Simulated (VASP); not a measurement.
Set up this calculation in VASP 6.6.1, as the native input.

```
Task                    : density of states
Functional              : PBE
Potentials or basis     : VASP PAW PBE potentials, release 64 (Ni)
Cutoff                  : 520 eV
k mesh                  : 18 × 18 × 17
Occupations             : fermi-dirac, width 0.1 eV
Spin                    : collinear spin, ferromagnetic start
Starting moments        : [1.0] μB
Dipole correction       : no
k mesh for the DOS      : 27 × 27 × 26
Occupations for the DOS : tetrahedron
Further INCAR settings  : ALGO = Normal; EDIFF = 1e-07
```

The system is Ni.

```
Ni
1.0
     1.79562    0.00000    0.00000
    -0.89781    1.55505    0.00000
     0.00000    0.00000    1.69849
Ni
1
Direct
  0.00000 0.00000 0.00000
```

This cell differs from its parent crystal: volume scaled by 0.4.

One way to write it, as run:

POSCAR

```
Ni
1.0
    1.7956181332      0.0000000000      0.0000000000
   -0.8978090666      1.5550509188      0.0000000000
    0.0000000000      0.0000000000      1.6984941785
Ni
1
Direct
    0.0000000000      0.0000000000      0.0000000000
```

INCAR.step1

```
PREC = Accurate
ENCUT = 520
EDIFF = 1E-7
ISMEAR = -1
SIGMA = 0.1
LREAL = F
LASPH = T
NELM = 150
ALGO = Normal
ISIF = 2
LWAVE = F
LCHARG = T
ISPIN = 2
MAGMOM = 1
LMAXMIX = 4
GGA = PE
NBANDS = 15
```

KPOINTS.step1

```
Automatic mesh
0
Gamma
  18 18 17
```

INCAR.step2

```
PREC = Accurate
ENCUT = 520
EDIFF = 1E-7
ISMEAR = -5
SIGMA = 0.1
LREAL = F
LASPH = T
NELM = 150
ALGO = Normal
ISIF = 2
LWAVE = F
LCHARG = F
ISPIN = 2
MAGMOM = 1
LORBIT = 11
LMAXMIX = 4
GGA = PE
NEDOS = 1001
ICHARG = 11
```

KPOINTS.step2

```
Automatic mesh
0
Gamma
  27 27 26
```

Potentials or basis: VASP PAW PBE potentials, release 64 (Ni).

Run with:

```bash
$ cat potpaw_PBE.64/Ni/POTCAR > POTCAR
$ cp INCAR.step1 INCAR
$ cp KPOINTS.step1 KPOINTS
$ mpirun -np 1 vasp_std > vasp.out
$ cp INCAR.step2 INCAR
$ cp KPOINTS.step2 KPOINTS
$ mpirun -np 1 vasp_std > vasp.out
```

It gave:

```json
{"Net moment": "0.00 μB per cell"}
```

Run time: 37 s on 1 thread of Intel(R) Xeon(R) 6975P-C (Granite Rapids), on a shared host, peak memory 0.26 GiB.
